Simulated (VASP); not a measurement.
Write the native input for VASP 6.6.1 that does the following.

```
Task                   : relaxation of cell and atoms
Functional             : PBE
Potentials or basis    : VASP PAW PBE potentials, release 64 (Sn_d, Te, O)
Cutoff                 : 600 eV
k mesh                 : 6 × 6 × 8
Occupations            : gaussian, width 0.1 eV
Spin                   : no spin polarisation
Dipole correction      : no
Further INCAR settings : ALGO = Normal; EDIFF = 1e-06; IBRION = 2; EDIFFG = -0.01; NSW = 100; ISIF = 3
```

The structure of Sn3Te2O lies in POSCAR:

```
Sn3Te2O
1.0
    6.3829191415      0.0000000000      0.0000000000
   -3.1914595708      5.5277701269      0.0000000000
    0.0000000000      0.0000000000      5.5520518821
Sn Te O
3 2 1
Direct
    0.5000000000      0.5000000000      0.5008742218
    0.5000000000      0.0000000000      0.5008742218
    0.0000000000      0.5000000000      0.5008742218
    0.6666666667      0.3333333333      0.0858933968
    0.3333333333      0.6666666667      0.0858933968
    0.0000000000      0.0000000000      0.5192274911
```

The cell was built from a structure type or drawn by symmetry, and may not be a known phase.

The input as run:

INCAR

```
SYSTEM = Sn3Te2O
PREC = Accurate
ENCUT = 600
EDIFF = 1E-6
ISMEAR = 0
SIGMA = 0.1
LREAL = .FALSE.
LASPH = .TRUE.
NELM = 80
ALGO = Normal
ISIF = 3
LWAVE = .FALSE.
LCHARG = .FALSE.
GGA = PE
IBRION = 2
NSW = 100
EDIFFG = -0.01
```

KPOINTS

```
regular mesh
0
G
  6 6 8
  0 0 0
```

Potentials or basis: VASP PAW PBE potentials, release 64 (Sn_d, Te, O).

The run is started by

```sh
$ cat potpaw_PBE.64/Sn_d/POTCAR potpaw_PBE.64/Te/POTCAR potpaw_PBE.64/O/POTCAR > POTCAR
$ mpirun -np 1 vasp_std > vasp.out
```

Results of the run:

| Quantity | Value |
| --- | --- |
| Relaxed volume | 32.21 Å³/atom |
| Relaxed cell | a = 6.352 Å, b = 6.352 Å, c = 5.530 Å, α = 90.00°, β = 90.00°, γ = 120.00° |
| Space group after relaxing (to 0.1 Å) | P6mm (No. 183) |
| Energy gained by relaxing | 0.3 meV/atom |
| Ionic steps | 10 |
| Pressure after relaxing | 0.0 GPa |
| Largest force after relaxing | 0.005 eV/Å |
| Band gap on the k mesh | zero (bands 30 and 31 overlap by 0.34 eV) |

Caveat: semilocal functionals underestimate gaps, so a narrow gap can read as zero; spin-orbit coupling is left out, which moves the levels of the heavy elements.

Wall time 18 min on 1 thread of Intel(R) Xeon(R) 6975P-C (Granite Rapids) (shared host), peak memory 0.58 GiB.
